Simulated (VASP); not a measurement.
Cs, 2 atoms in the cell. It takes space group C2/c (No. 15, monoclinic). The conventional cell has a = 4.909 Å, b = 12.744 Å, c = 6.854 Å, α = 90.00°, β = 110.46°, γ = 90.00°. 

- Program: VASP 6.6.1
- Task: single point
- Functional: LDA
- Potentials or basis: VASP PAW LDA potentials, release 64 (Cs_sv)
- Cutoff: 520 eV
- k mesh: 7 × 7 × 5
- Occupations: fermi-dirac, width 0.1 eV
- Spin: no spin polarisation
- Dipole correction: no
- Further INCAR settings: ALGO = Normal; EDIFF = 1e-06; NBANDS = 16; ISYM = 0

Potentials or basis: VASP PAW LDA potentials, release 64 (Cs_sv).

Launch:

```console
$ cat potpaw_LDA.64/Cs_sv/POTCAR > POTCAR
$ mpirun -np 1 vasp_std > vasp.out
```

Hardware: 1 thread of Intel(R) Xeon(R) Platinum 8375C CPU @ 2.90GHz (Ice Lake) (shared host).

Task: How long does it take, and how much memory?

Result: Run time: 7.8 min on 1 thread of Intel(R) Xeon(R) Platinum 8375C CPU @ 2.90GHz (Ice Lake), on a shared host, peak memory 0.49 GiB. Counts: scf iterations 10, k points 123.
